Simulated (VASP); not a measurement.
# ZnCd2Se2S (P-3m1) in VASP: a series of runs

The runs below take ZnCd2Se2S through single point, with PBE.

Everything below comes from runs of VASP 6.6.1. Logs are shortened: lines on timing, memory, paths and dates and some standing lists are left out, and cuts for length are marked.

## (1) The cell of the first run

Symmetry: P-3m1, No. 164, trigonal system. The conventional cell has a = 4.453 Å, b = 4.453 Å, c = 7.398 Å, α = 90.00°, β = 90.00°, γ = 120.00°. Zn (site symmetry -3m) has 6 Cd at 2.83 Å and 6 Se at 3.09 Å and 2 S at 3.70 Å within 3.7 Å. Within 3.7 Å of Cd (site symmetry 3m) lie 4 Se at 2.63 to 2.90 Å and 3 Zn at 2.83 Å and 3 Cd at 3.49 Å and 3 S at 3.60 Å. Se (site symmetry 3m) has 4 Cd at 2.63 to 2.90 Å and 3 Zn at 3.09 Å and 3 S at 3.24 Å within 3.5 Å. S (site symmetry -3m) has 6 Se at 3.24 Å and 6 Cd at 3.60 Å and 2 Zn at 3.70 Å and 6 S at 4.45 Å within 4.5 Å.

The cell was built from a structure type or drawn by symmetry, and may not be a known phase.

## (2) Single point, PBE

Contents of INCAR:

```
ALGO = Normal ; EDIFF = 1E-6
ENCUT = 520 ; GGA = PE
ISIF = 2 ; ISMEAR = 0
LASPH = T ; LCHARG = T
LELF = T ; LREAL = F
LVHAR = T ; LWAVE = F
NBANDS = 36 ; NELM = 100
PREC = Accurate ; SIGMA = 0.1
```

Contents of KPOINTS:

```
k-points
0
Gamma
  6 6 4
```

Contents of POSCAR:

```
ZnCd2Se2S
1.0
    4.4527685500      0.0000000000      0.0000000000
   -2.2263842700      3.8562106800      0.0000000000
    0.0000000000      0.0000000000      7.3977047500
Zn Cd Se S
1 2 2 1
Direct
    0.0000000000      0.0000000000      0.5000000000
    0.6666666700      0.3333333300      0.6592910300
    0.3333333300      0.6666666700      0.3407089700
    0.6666666700      0.3333333300      0.2673510000
    0.3333333300      0.6666666700      0.7326490000
    0.0000000000      0.0000000000      0.0000000000
```

Potentials or basis: VASP PAW PBE potentials, release 64 (Zn, Cd, Se, S).

Started as:

```console
> cat potpaw_PBE.64/Zn/POTCAR potpaw_PBE.64/Cd/POTCAR potpaw_PBE.64/Se/POTCAR potpaw_PBE.64/S/POTCAR > POTCAR
> mpirun -np 1 vasp_std > vasp.out
```

OUTCAR:

```text
EDIFF = 1E-6
   ENCUT = 520
   GGA = PE
   ISIF = 2
   ISMEAR = 0
   LASPH = T
   LREAL = F
   NELM = 100
   PREC = Accurate

 ion  position               nearest neighbor table
   1  0.000  0.000  0.500-   2 2.83   3 2.83   3 2.83   2 2.83   2 2.83   3 2.83
   2  0.667  0.333  0.659-   5 2.63   5 2.63   5 2.63   1 2.83   1 2.83   1 2.83   4 2.90   3 3.49
                             3 3.49   3 3.49
   3  0.333  0.667  0.341-   4 2.63   4 2.63   4 2.63   1 2.83   1 2.83   1 2.83   5 2.90   2 3.49
                             2 3.49   2 3.49
   4  0.667  0.333  0.267-   3 2.63   3 2.63   3 2.63   2 2.90
   5  0.333  0.667  0.733-   2 2.63   2 2.63   2 2.63   3 2.90
   6  0.000  0.000  0.000-

  LATTYP: Found a hexagonal cell.
 ALAT       =     4.4527685500
 C/A-ratio  =     1.6613719458

  Lattice vectors:

 A1 = (   4.4527685500,   0.0000000000,   0.0000000000)
 A2 = (  -2.2263842700,   3.8562106800,   0.0000000000)
 A3 = (   0.0000000000,   0.0000000000,   7.3977047500)

Analysis of symmetry for initial positions (statically):
=====================================================================
 Subroutine PRICEL returns:
 Original cell was already a primitive cell.

 Routine SETGRP: Setting up the symmetry group for a
 hexagonal supercell.

 Subroutine GETGRP returns: Found 12 space group operations
 (whereof 12 operations were pure point group operations)
 out of a pool of 24 trial point group operations.

The static configuration has the point symmetry D_3d.

Analysis of symmetry for dynamics (positions and initial velocities):
=====================================================================
 Subroutine PRICEL returns:
 Original cell was already a primitive cell.

 Routine SETGRP: Setting up the symmetry group for a
 hexagonal supercell.

 Subroutine GETGRP returns: Found 12 space group operations
 (whereof 12 operations were pure point group operations)
 out of a pool of 24 trial point group operations.

The dynamic configuration has the point symmetry D_3d.

 Subroutine INISYM returns: Found 12 space group operations
 (whereof 12 operations are pure point group operations),
 and found     1 'primitive' translations

----------------------------------------------------------------------------------------

                                     Primitive cell

  volume of cell :     127.0246

  direct lattice vectors                    reciprocal lattice vectors
     4.452768550  0.000000000  0.000000000     0.224579380  0.129660965  0.000000000
    -2.226384270  3.856210680  0.000000000     0.000000000  0.259321931  0.000000000
     0.000000000  0.000000000  7.397704750     0.000000000  0.000000000  0.135177063

  length of vectors
     4.452768550  4.452768546  7.397704750     0.259321931  0.259321931  0.135177063

  position of ions in fractional coordinates (direct lattice)
     0.000000000  0.000000000  0.500000000
     0.666666670  0.333333330  0.659291030
     0.333333330  0.666666670  0.340708970
     0.666666670  0.333333330  0.267351000
     0.333333330  0.666666670  0.732649000
     0.000000000  0.000000000  0.000000000

  ion indices of the primitive-cell ions
   primitive index   ion index
                 1           1
                 2           2
                 3           3
                 4           4
                 5           5
                 6           6

----------------------------------------------------------------------------------------

 KPOINTS: k-points

Automatic generation of k-mesh.
 Grid dimensions read from file:
 generate k-points for:    6    6    4

 Generating k-lattice:

  Cartesian coordinates                     Fractional coordinates (reciprocal lattice)
     0.037429897  0.021610161  0.000000000     0.166666667 -0.000000000  0.000000000
     0.000000000  0.043220322  0.000000000     0.000000000  0.166666667  0.000000000
     0.000000000  0.000000000  0.033794266     0.000000000  0.000000000  0.250000000

  Length of vectors
     0.043220322  0.043220322  0.033794266

  Shift w.r.t. Gamma in fractional coordinates (k-lattice)
     0.000000000  0.000000000  0.000000000

 Subroutine IBZKPT returns following result:
 ===========================================

 Found     24 irreducible k-points:

 Following reciprocal coordinates:
            Coordinates               Weight
  0.000000  0.000000  0.000000      1.000000
  0.166667  0.000000  0.000000      6.000000
  0.333333  0.000000  0.000000      6.000000
  0.500000  0.000000  0.000000      3.000000
  0.166667  0.166667  0.000000      6.000000
  0.333333  0.166667  0.000000     12.000000
[... 16 lines left out ...]
  0.333333  0.166667  0.500000     12.000000
  0.333333  0.333333  0.500000      2.000000
   k-points           NKPTS =     24   k-points in BZ     NKDIM =     24   number of bands    NBANDS=     36
   number of dos      NEDOS =    301   number of ions     NIONS =      6
   total plane-waves  NPLWV =  72576
   dimension x,y,z NGX =    36 NGY =   36 NGZ =   56
   dimension x,y,z NGXF=    72 NGYF=   72 NGZF=  112
   ions per type =               1   2   2   1
   NGX,Y,Z   is equivalent  to a cutoff of  13.44, 13.44, 12.58 a.u.
   NGXF,Y,Z  is equivalent  to a cutoff of  26.88, 26.88, 25.17 a.u.
 SYSTEM =  unknown system
   PREC   = accura    normal or accurate (medium, high low for compatibility)
   ISTART =      0    job   : 0-new  1-cont  2-samecut
   ICHARG =      2    charge: 1-file 2-atom 10-const
   ISPIN  =      1    spin polarized calculation?
   LNONCOLLINEAR =      F non collinear calculations
   LSORBIT =      F    spin-orbit coupling
   LASPH  =      T    aspherical Exc in radial PAW
   ENCUT  =  520.0 eV  38.22 Ry    6.18 a.u.   8.28  8.28 13.75*2*pi/ulx,y,z
   NELM   =    100;   NELMIN=  2; NELMDL= -5     # of ELM steps
   EDIFF  = 0.1E-05   stopping-criterion for ELM
   LREAL  =      F    real-space projection
   EDIFFG = 0.1E-04   stopping-criterion for IOM
   NSW    =      0    number of steps for IOM
   IBRION =     -1    ionic relax: 0-MD 1-quasi-New 2-CG
   NFREE  =      0    steps in history (QN), initial steepest desc. (CG)
   ISIF   =      2    stress and relaxation
   ISYM   =      2    0-nonsym 1-usesym 2-fastsym
   POTIM  = 0.5000    time-step for ionic-motion
   TEBEG  =    0.0;   TEEND  =   0.0 temperature during run
   PSTRESS=    0.0 pullay stress
   NELECT =      54.0000    total number of electrons
   NUPDOWN=      -1.0000    fix difference up-down
   EMIN   =  10.00;   EMAX   =-10.00  energy-range for DOS
   EFERMI =   0.00;   METHOD = LEGACY
   ISMEAR =     0;   SIGMA  =   0.10  broadening in eV -4-tet -1-fermi 0-gaus
   EFERMI_NEDOS =   21; number of points for ismear=-14 and -15
   IALGO  =     38    algorithm
   IMIX   =      4    mixing-type and parameters
     AMIX     =   0.40;   BMIX     =  1.00
     AMIX_MAG =   1.60;   BMIX_MAG =  1.00
  volume/ion in A,a.u.               =      21.17       142.87
  Fermi-wavevector in a.u.,A,eV,Ry     =   1.230959  2.326175 20.616353  1.515259
  Thomas-Fermi vector in A             =   2.365787
   LORBIT       =      0    0 simple, 1 ext, 2 COOP (PROOUT), +10 PAW based schemes
   GGA     = PE    functional components
   LHFCALC =     F    Hartree Fock is set to
   AEXX    =    0.0000 exact exchange contribution
   IVDW    =     0    specifies the selected vdW correction
   LEPSILON=     F    determine dielectric tensor
   LRPA    =     F    only Hartree local field effects (RPA)
 non-spin polarized calculation
 Gauss-broadening in eV      SIGMA  =   0.10
  energy-cutoff  :      520.00
  volume of cell :      127.02
 maximum number of plane-waves:      3448
 NGX is ok and might be reduce to    36
   NGX = 17   NGY = 17   NGZ = 27

 number of electron      53.9999988 magnetization

 Free energy of the ion-electron system (eV)
  ---------------------------------------------------
  ext. energy  EPLUGINS =         0.00000000
  ---------------------------------------------------
  free energy    TOTEN  =       -11.89407504 eV

  energy without entropy =      -11.86907544  energy(sigma->0) =      -11.88157524

 E-fermi :   3.1808     XC(G=0): -10.2462

 val. band max:        3.1717578776   @ k =   0.3333   0.1667   0.0000
 cond. band min:       3.2005698420   @ k =   0.5000   0.0000   0.5000
 fundamental gap:      0.0288119644
 Fermi energy:         3.1807988874

 k-point     1 :       0.0000    0.0000    0.0000
  band No.  band energies     occupation
      1     -10.9897      2.00000
      2     -10.4300      2.00000
      3      -7.6175      2.00000
      4      -6.2164      2.00000
      5      -6.2164      2.00000
      6      -6.1409      2.00000
[... 28 lines left out ...]
     35       8.0830      0.00000
     36       9.4000      0.00000

 k-point     2 :       0.1667    0.0000    0.0000
  band No.  band energies     occupation
      1     -10.8628      2.00000
      2     -10.3805      2.00000
      3      -7.6278      2.00000
      4      -6.2442      2.00000
      5      -6.1658      2.00000
      6      -6.0752      2.00000
[... 28 lines left out ...]
     35       8.7051      0.00000
     36       9.3399      0.00000

 k-point     3 :       0.3333    0.0000    0.0000
  band No.  band energies     occupation
      1     -10.5735      2.00000
      2     -10.2940      2.00000
      3      -7.6818      2.00000
      4      -6.1602      2.00000
      5      -6.0514      2.00000
      6      -5.9411      2.00000
[... 28 lines left out ...]
     35       9.7561      0.00000
     36      10.6806      0.00000
[... 742 lines left out ...]
 k-point    23 :       0.3333    0.1667    0.5000
  band No.  band energies     occupation
      1     -10.3688      2.00000
      2     -10.2948      2.00000
      3      -7.7182      2.00000
      4      -6.1147      2.00000
      5      -5.9455      2.00000
      6      -5.8926      2.00000
[... 28 lines left out ...]
     35      10.1791      0.00000
     36      11.9390      0.00000

 k-point    24 :       0.3333    0.3333    0.5000
  band No.  band energies     occupation
      1     -10.2829      2.00000
      2     -10.2829      2.00000
      3      -7.7152      2.00000
      4      -6.1005      2.00000
      5      -5.8551      2.00000
      6      -5.8361      2.00000
[... 28 lines left out ...]
     35       8.7336      0.00000
     36      11.4973      0.00000

------------------------ aborting loop because EDIFF is reached ----------------------------------------

  FORCE on cell =-STRESS in cart. coord.  units (eV):
  Direction    XX          YY          ZZ          XY          YZ          ZX
  --------------------------------------------------------------------------------------
  -------------------------------------------------------------------------------------
  Total        7.3694184      7.3694184      3.3547850      0.0000000     -0.0000000      0.0000000
  in kB       92.9513989     92.9513988     42.3143235      0.0000001     -0.0000000      0.0000000
  external PRESSURE =      76.0723737 kB  Pullay stress =       0.0000000 kB

 VOLUME and BASIS-vectors are now :
 -----------------------------------------------------------------------------
  energy-cutoff  :      520.00
  volume of cell :      127.02
      direct lattice vectors                 reciprocal lattice vectors
     4.452768550  0.000000000  0.000000000     0.224579380  0.129660965  0.000000000
    -2.226384270  3.856210680  0.000000000     0.000000000  0.259321931  0.000000000
     0.000000000  0.000000000  7.397704750     0.000000000  0.000000000  0.135177063

 POSITION                                       TOTAL-FORCE (eV/Angst)
 -----------------------------------------------------------------------------------
      0.00000      0.00000      3.69885         0.000000      0.000000     -0.000000
      2.22638      1.28540      4.87724        -0.000000     -0.000000      0.843588
     -0.00000      2.57081      2.52046         0.000000      0.000000     -0.843588
      2.22638      1.28540      1.97778         0.000000     -0.000000     -1.377693
     -0.00000      2.57081      5.41992        -0.000000      0.000000      1.377693
      0.00000      0.00000      0.00000         0.000000      0.000000     -0.000000
 -----------------------------------------------------------------------------------
    total drift:                                0.000000     -0.000000      0.000000

  FREE ENERGIE OF THE ION-ELECTRON SYSTEM (eV)
  ---------------------------------------------------
  free  energy   TOTEN  =       -11.8940750403 eV

  energy  without entropy=      -11.8690754365  energy(sigma->0) =      -11.88157524
```

It took 70 s on 1 thread of Intel Xeon 6975P-C (Granite Rapids), shared host; peak memory 0.32 GiB.

What came out:

```yaml
Free_energy: -11.8941 eV
Pressure: 7.6 GPa
Largest_force: 1.378 eV/Å
Band_gap_on_the_k_mesh: zero (bands 27 and 28 overlap by 0.76 eV)
```

Forces on the atoms (eV/Å):
```
Zn   0.000  0.000  0.000
Cd   0.000  0.000  0.844
Cd   0.000  0.000 -0.844
Se   0.000  0.000 -1.378
Se   0.000  0.000  1.378
S    0.000  0.000  0.000
```

Stress tensor (GPa, compression positive):
```
9.30 0.00 0.00
0.00 9.30 0.00
0.00 0.00 4.23
```

Caveat: the cell stands under pressure; semilocal functionals underestimate gaps, so a narrow gap can read as zero; forces of over 1 eV/Å act on the atoms, so gaps and moduli don't describe the material at rest.

(Continued in part 2 of 2.)
